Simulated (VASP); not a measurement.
# SiO2 (P4_2/mnm) in VASP: single point with PBE

Aim: the single point of SiO2 with PBE.

Program: VASP 6.6.1. These are calculated values, not measurements. Logs are shortened: lines on timing, memory, paths and dates and some standing lists are left out, and cuts for length are marked.

### Step 1. The cell of the first run

The structure is tetragonal, space group P4_2/mnm (No. 136). The conventional cell has a = 4.180 Å, b = 4.180 Å, c = 2.668 Å, α = 90.00°, β = 90.00°, γ = 90.00°. Si (site symmetry mmm) has 6 O at 1.76 to 1.81 Å within 2.3 Å. O (site symmetry m2m) has 3 Si at 1.76 to 1.81 Å and 1 O at 2.29 Å within 2.3 Å.

### Step 2. Single point, PBE

The input, INCAR:

```
  PREC = Accurate
  ENCUT = 520
  EDIFF = 1E-6
  ISMEAR = -1
  SIGMA = 0.03
  LREAL = F
  LASPH = T
  NELM = 80
  ALGO = Normal
  ISIF = 2
  LWAVE = F
  LCHARG = T
  GGA = PE
  LELF = T
  LVHAR = T
  NBANDS = 25
```

The input, KPOINTS:

```
regular mesh
0
Gamma
  5 5 8
```

The input, POSCAR:

```
SiO2
1.0
    4.1801000000      0.0000000000      0.0000000000
    0.0000000000      4.1801000000      0.0000000000
    0.0000000000      0.0000000000      2.6678000000
Si O
2 4
Direct
    0.0000000000      0.0000000000      0.0000000000
    0.5000000000      0.5000000000      0.5000000000
    0.3067000000      0.3067000000      0.0000000000
    0.1933000000      0.8067000000      0.5000000000
    0.6933000000      0.6933000000      0.0000000000
    0.8067000000      0.1933000000      0.5000000000
```

Potentials or basis: VASP PAW PBE potentials, release 64 (Si, O).

Run with:

```console
cat potpaw_PBE.64/Si/POTCAR potpaw_PBE.64/O/POTCAR > POTCAR
mpirun -np 1 vasp_std > vasp.out
```

OUTCAR:

```text
PREC = Accurate
   ENCUT = 520
   EDIFF = 1E-6
   ISMEAR = -1
   LREAL = F
   LASPH = T
   NELM = 80
   ISIF = 2
   GGA = PE

 ion  position               nearest neighbor table
   1  0.000  0.000  0.000-   4 1.76   6 1.76   4 1.76   6 1.76   5 1.81   3 1.81
   2  0.500  0.500  0.500-   3 1.76   5 1.76   3 1.76   5 1.76   4 1.81   6 1.81
   3  0.307  0.307  0.000-   2 1.76   2 1.76   1 1.81
   4  0.193  0.807  0.500-   1 1.76   1 1.76   2 1.81
   5  0.693  0.693  0.000-   2 1.76   2 1.76   1 1.81
   6  0.807  0.193  0.500-   1 1.76   1 1.76   2 1.81

  LATTYP: Found a simple tetragonal cell.
 ALAT       =     4.1801000000
 C/A-ratio  =     0.6382143968

  Lattice vectors:

 A1 = (   4.1801000000,   0.0000000000,   0.0000000000)
 A2 = (   0.0000000000,   4.1801000000,   0.0000000000)
 A3 = (   0.0000000000,   0.0000000000,   2.6678000000)

Analysis of symmetry for initial positions (statically):
=====================================================================
 Subroutine PRICEL returns:
 Original cell was already a primitive cell.

 Routine SETGRP: Setting up the symmetry group for a
 simple tetragonal supercell.

 Subroutine GETGRP returns: Found 16 space group operations
 (whereof  8 operations were pure point group operations)
 out of a pool of 16 trial point group operations.

The static configuration has the point symmetry D_2h.
 The point group associated with its full space group is D_4h.

Analysis of symmetry for dynamics (positions and initial velocities):
=====================================================================
 Subroutine PRICEL returns:
 Original cell was already a primitive cell.

 Routine SETGRP: Setting up the symmetry group for a
 simple tetragonal supercell.

 Subroutine GETGRP returns: Found 16 space group operations
 (whereof  8 operations were pure point group operations)
 out of a pool of 16 trial point group operations.

The dynamic configuration has the point symmetry D_2h.
 The point group associated with its full space group is D_4h.

 Subroutine INISYM returns: Found 16 space group operations
 (whereof  8 operations are pure point group operations),
 and found     1 'primitive' translations

----------------------------------------------------------------------------------------

                                     Primitive cell

  volume of cell :      46.6151

  direct lattice vectors                    reciprocal lattice vectors
     4.180100000  0.000000000  0.000000000     0.239228727  0.000000000  0.000000000
     0.000000000  4.180100000  0.000000000     0.000000000  0.239228727  0.000000000
     0.000000000  0.000000000  2.667800000     0.000000000  0.000000000  0.374840693

  length of vectors
     4.180100000  4.180100000  2.667800000     0.239228727  0.239228727  0.374840693

  position of ions in fractional coordinates (direct lattice)
     0.000000000  0.000000000  0.000000000
     0.500000000  0.500000000  0.500000000
     0.306700000  0.306700000  0.000000000
     0.193300000  0.806700000  0.500000000
     0.693300000  0.693300000  0.000000000
     0.806700000  0.193300000  0.500000000

  ion indices of the primitive-cell ions
   primitive index   ion index
                 1           1
                 2           2
                 3           3
                 4           4
                 5           5
                 6           6

----------------------------------------------------------------------------------------

 KPOINTS: regular mesh

Automatic generation of k-mesh.
 Grid dimensions read from file:
 generate k-points for:    5    5    8

 Generating k-lattice:

  Cartesian coordinates                     Fractional coordinates (reciprocal lattice)
     0.047845745  0.000000000  0.000000000     0.200000000  0.000000000  0.000000000
     0.000000000  0.047845745  0.000000000     0.000000000  0.200000000  0.000000000
     0.000000000  0.000000000  0.046855087     0.000000000  0.000000000  0.125000000

  Length of vectors
     0.047845745  0.047845745  0.046855087

  Shift w.r.t. Gamma in fractional coordinates (k-lattice)
     0.000000000  0.000000000  0.000000000

 Subroutine IBZKPT returns following result:
 ===========================================

 Found     30 irreducible k-points:

 Following reciprocal coordinates:
            Coordinates               Weight
  0.000000  0.000000  0.000000      1.000000
  0.200000  0.000000  0.000000      4.000000
  0.400000  0.000000  0.000000      4.000000
  0.200000  0.200000  0.000000      4.000000
  0.400000  0.200000  0.000000      8.000000
  0.400000  0.400000  0.000000      4.000000
[... 16 lines left out ...]
  0.400000  0.200000  0.375000     16.000000
  0.400000  0.400000  0.375000      8.000000
 [... further k-points ...]
   k-points           NKPTS =     30   k-points in BZ     NKDIM =     30   number of bands    NBANDS=     25
   number of dos      NEDOS =    301   number of ions     NIONS =      6
   total plane-waves  NPLWV =  20480
   dimension x,y,z NGX =    32 NGY =   32 NGZ =   20
   dimension x,y,z NGXF=    64 NGYF=   64 NGZF=   40
   ions per type =               2   4
   NGX,Y,Z   is equivalent  to a cutoff of  12.73, 12.73, 12.46 a.u.
   NGXF,Y,Z  is equivalent  to a cutoff of  25.45, 25.45, 24.93 a.u.
 SYSTEM =  unknown system
   PREC   = accura    normal or accurate (medium, high low for compatibility)
   ISTART =      0    job   : 0-new  1-cont  2-samecut
   ICHARG =      2    charge: 1-file 2-atom 10-const
   ISPIN  =      1    spin polarized calculation?
   LNONCOLLINEAR =      F non collinear calculations
   LSORBIT =      F    spin-orbit coupling
   LASPH  =      T    aspherical Exc in radial PAW
   ENCUT  =  520.0 eV  38.22 Ry    6.18 a.u.   7.77  7.77  4.96*2*pi/ulx,y,z
   NELM   =     80;   NELMIN=  2; NELMDL= -5     # of ELM steps
   EDIFF  = 0.1E-05   stopping-criterion for ELM
   LREAL  =      F    real-space projection
   EDIFFG = 0.1E-04   stopping-criterion for IOM
   NSW    =      0    number of steps for IOM
   IBRION =     -1    ionic relax: 0-MD 1-quasi-New 2-CG
   NFREE  =      0    steps in history (QN), initial steepest desc. (CG)
   ISIF   =      2    stress and relaxation
   ISYM   =      2    0-nonsym 1-usesym 2-fastsym
   POTIM  = 0.5000    time-step for ionic-motion
   TEBEG  =    0.0;   TEEND  =   0.0 temperature during run
   PSTRESS=    0.0 pullay stress
   NELECT =      32.0000    total number of electrons
   NUPDOWN=      -1.0000    fix difference up-down
   EMIN   =  10.00;   EMAX   =-10.00  energy-range for DOS
   EFERMI =   0.00;   METHOD = LEGACY
   ISMEAR =    -1;   SIGMA  =   0.03  broadening in eV -4-tet -1-fermi 0-gaus
   EFERMI_NEDOS =   21; number of points for ismear=-14 and -15
   IALGO  =     38    algorithm
   IMIX   =      4    mixing-type and parameters
     AMIX     =   0.40;   BMIX     =  1.00
     AMIX_MAG =   1.60;   BMIX_MAG =  1.00
  volume/ion in A,a.u.               =       7.77        52.43
  Fermi-wavevector in a.u.,A,eV,Ry     =   1.444162  2.729071 28.376369  2.085604
  Thomas-Fermi vector in A             =   2.562488
   LORBIT       =      0    0 simple, 1 ext, 2 COOP (PROOUT), +10 PAW based schemes
   GGA     = PE    functional components
   LHFCALC =     F    Hartree Fock is set to
   AEXX    =    0.0000 exact exchange contribution
   IVDW    =     0    specifies the selected vdW correction
   LEPSILON=     F    determine dielectric tensor
   LRPA    =     F    only Hartree local field effects (RPA)
 non-spin polarized calculation
  energy-cutoff  :      520.00
  volume of cell :       46.62
 maximum number of plane-waves:      1282
 NGX is ok and might be reduce to    32
   NGX = 15   NGY = 15   NGZ =  9

 number of electron      31.9999977 magnetization

 Free energy of the ion-electron system (eV)
  ---------------------------------------------------
  ext. energy  EPLUGINS =         0.00000000
  ---------------------------------------------------
  free energy    TOTEN  =       -46.25882358 eV

  energy without entropy =      -46.25882358  energy(sigma->0) =      -46.25882358

 E-fermi :   8.8041     XC(G=0): -12.2641

 val. band max:        8.2187002951   @ k =   0.0000   0.0000   0.0000
 cond. band min:      13.8328709557   @ k =   0.0000   0.0000   0.0000
 fundamental gap:      5.6141706606
 Fermi energy:         8.8041056302

 k-point     1 :       0.0000    0.0000    0.0000
  band No.  band energies     occupation
      1     -14.3535      2.00000
      2     -10.7100      2.00000
      3     -10.7100      2.00000
      4     -10.5194      2.00000
      5      -2.6121      2.00000
      6       1.8062      2.00000
[... 17 lines left out ...]
     24      22.4494      0.00000
     25      24.0681      0.00000

 k-point     2 :       0.2000    0.0000    0.0000
  band No.  band energies     occupation
      1     -14.1452      2.00000
      2     -11.5638      2.00000
      3     -10.6067      2.00000
      4     -10.0970      2.00000
      5      -2.3385      2.00000
      6       0.8287      2.00000
[... 17 lines left out ...]
     24      21.7815      0.00000
     25      23.7619      0.00000

 k-point     3 :       0.4000    0.0000    0.0000
  band No.  band energies     occupation
      1     -13.5439      2.00000
      2     -12.6287      2.00000
      3     -10.3460      2.00000
      4     -10.0872      2.00000
      5      -1.5986      2.00000
      6      -0.5011      2.00000
[... 17 lines left out ...]
     24      22.5905      0.00000
     25      22.6096      0.00000

 k-point     4 :       0.2000    0.2000    0.0000
  band No.  band energies     occupation
      1     -13.9452      2.00000
      2     -11.7600      2.00000
      3     -10.8399      2.00000
      4     -10.0392      2.00000
      5      -2.0126      2.00000
      6       0.7955      2.00000
[... 17 lines left out ...]
     24      21.5100      0.00000
     25      23.6616      0.00000
[... 477 lines left out ...]
 k-point    22 :       0.2000    0.2000    0.3750
  band No.  band energies     occupation
      1     -12.3597      2.00000
      2     -11.1291      2.00000
      3     -10.1233      2.00000
      4     -10.0689      2.00000
      5      -1.8479      2.00000
      6      -0.3049      2.00000
[... 17 lines left out ...]
     24      21.8884      0.00000
     25      22.5339      0.00000

 k-point    23 :       0.4000    0.2000    0.3750
  band No.  band energies     occupation
      1     -11.9682      2.00000
      2     -11.4758      2.00000
      3     -10.1586      2.00000
      4     -10.1129      2.00000
      5      -1.6876      2.00000
      6      -1.1544      2.00000
[... 17 lines left out ...]
     24      22.1097      0.00000
     25      22.6953      0.00000

 k-point    24 :       0.4000    0.4000    0.3750
  band No.  band energies     occupation
      1     -11.7132      2.00000
      2     -11.5009      2.00000
      3     -10.2642      2.00000
      4     -10.2234      2.00000
      5      -2.0248      2.00000
      6      -1.8293      2.00000
[... 17 lines left out ...]
     24      22.6457      0.00000
     25      23.0385      0.00000

 [... further k-points ...]
[... 5 lines left out ...]
  --------------------------------------------------------------------------------------
  -------------------------------------------------------------------------------------
  Total        3.0882522      3.0882522      3.4670008     -0.0000000      0.0000000      0.0000000
  in kB      106.1443114    106.1443114    119.1620342     -0.0000000      0.0000000      0.0000000
  external PRESSURE =     110.4835523 kB  Pullay stress =       0.0000000 kB

 VOLUME and BASIS-vectors are now :
 -----------------------------------------------------------------------------
  energy-cutoff  :      520.00
  volume of cell :       46.62
      direct lattice vectors                 reciprocal lattice vectors
     4.180100000  0.000000000  0.000000000     0.239228727  0.000000000  0.000000000
     0.000000000  4.180100000  0.000000000     0.000000000  0.239228727  0.000000000
     0.000000000  0.000000000  2.667800000     0.000000000  0.000000000  0.374840693

 POSITION                                       TOTAL-FORCE (eV/Angst)
 -----------------------------------------------------------------------------------
      0.00000      0.00000      0.00000         0.000000      0.000000      0.000000
      2.09005      2.09005      1.33390         0.000000      0.000000      0.000000
      1.28204      1.28204      0.00000        -0.173312     -0.173312      0.000000
      0.80801      3.37209      1.33390         0.173312     -0.173312      0.000000
      2.89806      2.89806      0.00000         0.173312      0.173312     -0.000000
      3.37209      0.80801      1.33390        -0.173312      0.173312     -0.000000
 -----------------------------------------------------------------------------------
    total drift:                                0.000000      0.000000      0.000000

  FREE ENERGIE OF THE ION-ELECTRON SYSTEM (eV)
  ---------------------------------------------------
  free  energy   TOTEN  =       -46.2588235822 eV

  energy  without entropy=      -46.2588235822  energy(sigma->0) =      -46.25882358
```

Wall time 17 s (1 thread of Intel Xeon Platinum 8375C at 2.90GHz (Ice Lake), shared host); peak memory 0.16 GiB.

Results:

```yaml
Free_energy: -46.2588 eV
Pressure: 11.0 GPa
Largest_force: 0.245 eV/Å
Band_gap_on_the_k_mesh: 5.61 eV, direct
```

Forces in eV/Å, atoms in the order of the input:
```
Si   0.000  0.000  0.000
Si   0.000  0.000  0.000
O   -0.173 -0.173  0.000
O    0.173 -0.173  0.000
O    0.173  0.173  0.000
O   -0.173  0.173  0.000
```
